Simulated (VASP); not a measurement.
CsSnI3:

```
Cs I Sn
1.0
     6.20570    0.00000    0.00000
     0.00000    6.20570    0.00000
     0.00000    0.00000    6.20570
Cs I Sn
1 3 1
Direct
  0.00000 0.00000 0.00000
  0.50000 0.50000 0.00000
  0.50000 0.00000 0.50000
  0.00000 0.50000 0.50000
  0.50000 0.50000 0.50000
```

Base run:

```yaml
Program: VASP 6.6.1
Functional: PBEsol
Potentials_or_basis: VASP PAW PBE potentials, release 64 (Cs_sv, I, Sn_d)
Cutoff: 520 eV
k_mesh: 4 × 4 × 4
Occupations: gaussian, width 0.01 eV
Spin: no spin polarisation
```

Its results: band gap on the k mesh 0.25 eV; pressure -0.4 GPa.

**Question.** The run is repeated on the same cell with these changes: functional from PBEsol to LDA; potentials or basis from VASP PAW PBE potentials, release 64 (Cs_sv, I, Sn_d) to VASP PAW LDA potentials, release 64 (Cs_sv, I, Sn_d). What comes out?

**Answer.** Band gap on the k mesh 0.26 eV; pressure -1.3 GPa.

Caveats: semilocal functionals underestimate gaps, and a narrow one can read as zero; spin-orbit coupling is left out, which moves the levels of the heavy elements; the PAW data sets were made with another functional, which shifts forces and pressure a little (at least some runs).

A k mesh can miss the band edges.
